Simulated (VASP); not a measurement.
Set up this calculation in VASP 6.6.1, as the native input.

```
Task                   : single point
Functional             : revPBE
Potentials or basis    : VASP PAW PBE potentials, release 64 (Ag)
Cutoff                 : 520 eV
k mesh                 : 15 × 15 × 15
Occupations            : fermi-dirac, width 0.1 eV
Spin                   : no spin polarisation
Dipole correction      : no
Further INCAR settings : ALGO = Normal; EDIFF = 1e-06; NBANDS = 12
```

The structure of Ag lies in POSCAR:

```
Ag
1.0
   -1.6922592732      1.6922592732      1.6922592732
    1.6922592732     -1.6922592732      1.6922592732
    1.6922592732      1.6922592732     -1.6922592732
Ag
1
Direct
    0.0000000000      0.0000000000      0.0000000000
```

This cell differs from its parent crystal: volume scaled by 1.04.

The input as run:

INCAR

```
ALGO = Normal
EDIFF = 1E-6
ENCUT = 520
GGA = RE
ISIF = 2
ISMEAR = -1
LASPH = T
LCHARG = T
LELF = T
LREAL = F
LVHAR = T
LWAVE = F
NBANDS = 12
NELM = 60
PREC = Accurate
SIGMA = 0.1
```

KPOINTS

```
k-points
0
Gamma
  15 15 15
```

Potentials or basis: VASP PAW PBE potentials, release 64 (Ag).

Run with:

```sh
$ cat potpaw_PBE.64/Ag/POTCAR > POTCAR
$ mpirun -np 1 vasp_std > vasp.out
```

Results of the run:

| Quantity | Value |
| --- | --- |
| Pressure | -2.9 GPa |

Caveat: the PAW data sets were made with another functional, which shifts forces and pressure a little.

It took 11 s on 1 thread of Intel Xeon 6975P-C, on a shared host, peak memory 0.16 GiB.
